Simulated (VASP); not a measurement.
# LiCl (Fm-3m) in VASP: settings compared, part 2 of 2

VASP 6.6.1. Earlier steps stand in the parts before.

## 4. Single point, RPBE

This run uses another cell than the first one, of 18.19 Å³/atom, 1.078 times its volume.

Contents of INCAR:

```
SYSTEM = LiCl
  ALGO = Normal
  EDIFF = 1E-7
  ENCUT = 520
  GGA = RP
  ISIF = 2
  ISMEAR = -1
  LASPH = .True.
  LCHARG = .False.
  LREAL = .False.
  LWAVE = .False.
  NBANDS = 12
  NELM = 60
  PREC = Accurate
  SIGMA = 0.05
```

Contents of KPOINTS:

```
k-points
0
Gamma
  9 9 9
  0 0 0
```

Contents of POSCAR:

```
LiCl
1.0
    0.0000000000      2.6299293334      2.6299293334
    2.6299293334      0.0000000000      2.6299293334
    2.6299293334      2.6299293334      0.0000000000
Cl Li
1 1
Direct
    0.5000000000      0.5000000000      0.5000000000
    0.0000000000      0.0000000000      0.0000000000
```

Potentials or basis: VASP PAW PBE potentials, release 64 (Cl, Li_sv).

Command:

```console
$ cat potpaw_PBE.64/Cl/POTCAR potpaw_PBE.64/Li_sv/POTCAR > POTCAR
$ mpirun -np 1 vasp_std > vasp.out
```

OUTCAR:

```text
SYSTEM = LiCl
   EDIFF = 1E-7
   ENCUT = 520
   GGA = RP
   ISIF = 2
   ISMEAR = -1
   LASPH = .True.
   LREAL = .False.
   NELM = 60
   PREC = Accurate

 ion  position               nearest neighbor table
   1  0.500  0.500  0.500-   2 2.63   2 2.63   2 2.63   2 2.63   2 2.63   2 2.63
   2  0.000  0.000  0.000-   1 2.63   1 2.63   1 2.63   1 2.63   1 2.63   1 2.63

  LATTYP: Found a face centered cubic cell.
 ALAT       =     5.2598586668

  Lattice vectors:

[... 547 lines left out ...]

  FORCE on cell =-STRESS in cart. coord.  units (eV):
  Direction    XX          YY          ZZ          XY          YZ          ZX
  --------------------------------------------------------------------------------------
  -------------------------------------------------------------------------------------
  Total       -0.0442941     -0.0442941     -0.0442941      0.0000000      0.0000000      0.0000000
  in kB       -1.9507177     -1.9507177     -1.9507177      0.0000000      0.0000000      0.0000000
  external PRESSURE =      -1.9507177 kB  Pullay stress =       0.0000000 kB

 VOLUME and BASIS-vectors are now :
 -----------------------------------------------------------------------------
  energy-cutoff  :      520.00
  volume of cell :       36.38
      direct lattice vectors                 reciprocal lattice vectors
     0.000000000  2.629929333  2.629929333    -0.190119177  0.190119177  0.190119177
     2.629929333  0.000000000  2.629929333     0.190119177 -0.190119177  0.190119177
     2.629929333  2.629929333  0.000000000     0.190119177  0.190119177 -0.190119177

 POSITION                                       TOTAL-FORCE (eV/Angst)
 -----------------------------------------------------------------------------------
      2.62993      2.62993      2.62993        -0.000000      0.000000     -0.000000
      0.00000      0.00000      0.00000         0.000000     -0.000000      0.000000
 -----------------------------------------------------------------------------------
    total drift:                                0.000000      0.000000      0.000000

  FREE ENERGIE OF THE ION-ELECTRON SYSTEM (eV)
  ---------------------------------------------------
  free  energy   TOTEN  =        -7.0249524596 eV

  energy  without entropy=       -7.0249524596  energy(sigma->0) =       -7.02495246
```

OSZICAR:

```text
N       E                     dE             d eps       ncg     rms          rms(c)
DAV:   1     0.401377400256E+02    0.40138E+02   -0.39793E+03   840   0.762E+02
DAV:   2    -0.461917147762E+01   -0.44757E+02   -0.42626E+02  1064   0.143E+02
DAV:   3    -0.701963340949E+01   -0.24005E+01   -0.23933E+01  1104   0.340E+01
DAV:   4    -0.708088070641E+01   -0.61247E-01   -0.61229E-01  1200   0.552E+00
DAV:   5    -0.708150312603E+01   -0.62242E-03   -0.62242E-03  1136   0.540E-01    0.260E+00
DAV:   6    -0.700572167356E+01    0.75781E-01   -0.18531E-01  1048   0.209E+00    0.193E+00
DAV:   7    -0.701574233872E+01   -0.10021E-01   -0.68794E-02  1112   0.143E+00    0.105E+00
DAV:   8    -0.702472422563E+01   -0.89819E-02   -0.15282E-02   996   0.851E-01    0.157E-01
DAV:   9    -0.702474078277E+01   -0.16557E-04   -0.29787E-04  1144   0.119E-01    0.722E-02
DAV:  10    -0.702492148222E+01   -0.18070E-03   -0.48921E-04   980   0.153E-01    0.716E-02
DAV:  11    -0.702494868695E+01   -0.27205E-04   -0.19782E-05  1128   0.329E-02    0.257E-03
DAV:  12    -0.702495367658E+01   -0.49896E-05   -0.18025E-06  1048   0.981E-03    0.786E-03
DAV:  13    -0.702495243975E+01    0.12368E-05   -0.48149E-07   996   0.506E-03    0.577E-04
DAV:  14    -0.702495245964E+01   -0.19892E-07   -0.58602E-09   652   0.710E-04
   1 F= -.70249525E+01 E0= -.70249525E+01  d E =-.709314E-11
```

stdout:

```text
POSCAR found type information on POSCAR ClLi
 POSCAR found :  2 types and       2 ions
 scaLAPACK will be used
 -----------------------------------------------------------------------------
|                                                                             |
|                                                                             |
|     You enforced a specific xc type in the INCAR file but a different       |
|     I HOPE YOU KNOW WHAT YOU ARE DOING!                                     |
|                                                                             |
 -----------------------------------------------------------------------------

 LDA part: xc-table for (Slater+PW92), standard interpolation
 POSCAR, INCAR and KPOINTS ok, starting setup
 FFT: planning ... GRIDC
 FFT: planning ... GRID_SOFT
 FFT: planning ... GRID
 WAVECAR not read
 entering main loop
```

It took 6.7 s on 1 thread of Intel Xeon 6975P-C (Granite Rapids), shared host; peak memory 0.14 GiB.

What came out:

| Quantity | Value |
| --- | --- |
| Free energy | -7.0250 eV |
| Band gap on the k mesh | 6.20 eV, direct |

Caveat: the cutoff is under 1.25 times the usual one of these potentials, so pressure, stress and relaxed cells hold a basis-set (Pulay) error; the PAW data sets were made with another functional, which shifts forces and pressure a little. A k mesh can miss the band edges.

## 5. Single point, BLYP

This run uses another cell than the first one, of 17.90 Å³/atom, 1.061 times its volume.

Contents of INCAR:

```
AGGAC = 1.0
AGGAX = 1.0
ALDAC = 0.0
ALDAX = 1.0
ALGO = Normal
EDIFF = 1E-7
ENCUT = 520
GGA = B5
ISIF = 2
ISMEAR = -1
LASPH = T
LCHARG = F
LREAL = F
LWAVE = F
NBANDS = 12
NELM = 80
PREC = Accurate
SIGMA = 0.05
```

Contents of KPOINTS:

```
k-points
0
Gamma
  9 9 9
```

Contents of POSCAR:

```
LiCl
1.0
    0.0000000000      2.6159904915      2.6159904915
    2.6159904915      0.0000000000      2.6159904915
    2.6159904915      2.6159904915      0.0000000000
Cl Li
1 1
Direct
    0.5000000000      0.5000000000      0.5000000000
    0.0000000000      0.0000000000      0.0000000000
```

Command:

```console
$ cat potpaw_PBE.64/Cl/POTCAR potpaw_PBE.64/Li_sv/POTCAR > POTCAR
$ mpirun -np 1 vasp_std > vasp.out
```

It took 12 s on 1 thread of Intel Xeon 6975P-C (Granite Rapids), shared host; peak memory 0.15 GiB.

The run converged. Its results:

* Free energy: -7.0333 eV
* Band gap on the k mesh: 6.16 eV, direct

Levels at points of the mesh, in eV from the valence-band top:
```tsv
k point	band 3	band 4	band 5	band 6	band 7	band 8
(0.00, 0.00, 0.00)	0.00	0.00	0.00	6.16	11.94	11.94
```

Caveat: the cutoff is under 1.25 times the usual one of these potentials, so pressure, stress and relaxed cells hold a basis-set (Pulay) error; the PAW data sets were made with another functional, which shifts forces and pressure a little. Expect the measured gap to be larger: semilocal functionals such as BLYP lack the derivative discontinuity.

## 6. Single point, LDA

This run uses another cell than the first one, of 15.36 Å³/atom, 0.911 times its volume.

Contents of INCAR:

```
PREC = Accurate
ENCUT = 520
EDIFF = 1E-6
ISMEAR = 0
SIGMA = 0.01
LREAL = F
LASPH = T
NELM = 80
ALGO = Normal
ISIF = 2
LWAVE = F
LCHARG = F
GGA = CA
NBANDS = 12
```

Contents of KPOINTS:

```
Automatic mesh
0
Gamma
  9 9 9
```

Contents of POSCAR:

```
LiCl
1.0
    0.0000000000      2.4859504903      2.4859504903
    2.4859504903      0.0000000000      2.4859504903
    2.4859504903      2.4859504903      0.0000000000
Cl Li
1 1
Direct
    0.5000000000      0.5000000000      0.5000000000
    0.0000000000      0.0000000000      0.0000000000
```

Potentials or basis: VASP PAW LDA potentials, release 64 (Cl, Li_sv).

Command:

```console
$ cat potpaw_LDA.64/Cl/POTCAR potpaw_LDA.64/Li_sv/POTCAR > POTCAR
$ mpirun -np 1 vasp_std > vasp.out
```

Run time: 5.8 s. Hardware: 1 thread of Intel Xeon 6975P-C (Granite Rapids), shared host; peak memory 0.13 GiB.

Results (log left out):

```yaml
Free_energy: -8.0963 eV
Band_gap_on_the_k_mesh: 6.56 eV, indirect (least direct gap 6.59 eV)
```

Levels at points of the mesh, in eV from the valence-band top:
| k point | band 3 | band 4 | band 5 | band 6 | band 7 | band 8 |
| --- | --- | --- | --- | --- | --- | --- |
| (0.00, 0.00, 0.00) | 0.00 | 0.00 | 0.00 | 6.58 | 11.81 | 11.81 |

Caveat: the cutoff is under 1.25 times the usual one of these potentials, so pressure, stress and relaxed cells hold a basis-set (Pulay) error. As with any semilocal functional, this LDA gap is likely too small.

## 7. Overview

```tsv
level	potentials or basis	cell	smearing	gap on the mesh (eV)
PBE	VASP PAW PBE potentials, release 64 (Cl, Li_sv)	a = 3.627 Å, angles 60.0°, 2 atoms	gaussian 0.011 eV	6.34
PBE	VASP PAW PBE potentials, release 64 (Cl, Li_sv)	a = 3.627 Å, angles 60.0°, 2 atoms	gaussian 0.024 eV	6.34
RPBE	VASP PAW PBE potentials, release 64 (Cl, Li_sv)	a = 3.719 Å, angles 60.0°, 2 atoms	fermi-dirac 0.05 eV	6.20
BLYP	VASP PAW PBE potentials, release 64 (Cl, Li_sv)	a = 3.700 Å, angles 60.0°, 2 atoms	fermi-dirac 0.05 eV	6.16
LDA	VASP PAW LDA potentials, release 64 (Cl, Li_sv)	a = 3.516 Å, angles 60.0°, 2 atoms	gaussian 0.01 eV	6.56
```

Alike in all rows: task single point; no spin polarisation; k mesh 9 × 9 × 9; cutoff (eV) 520.

Caveats: the cutoff is under 1.25 times the usual one of these potentials, so pressure, stress and relaxed cells hold a basis-set (Pulay) error; the PAW data sets were made with another functional, which shifts forces and pressure a little (some runs).

Total energies depend on the potentials used, so only differences within one code and one set of settings carry meaning.
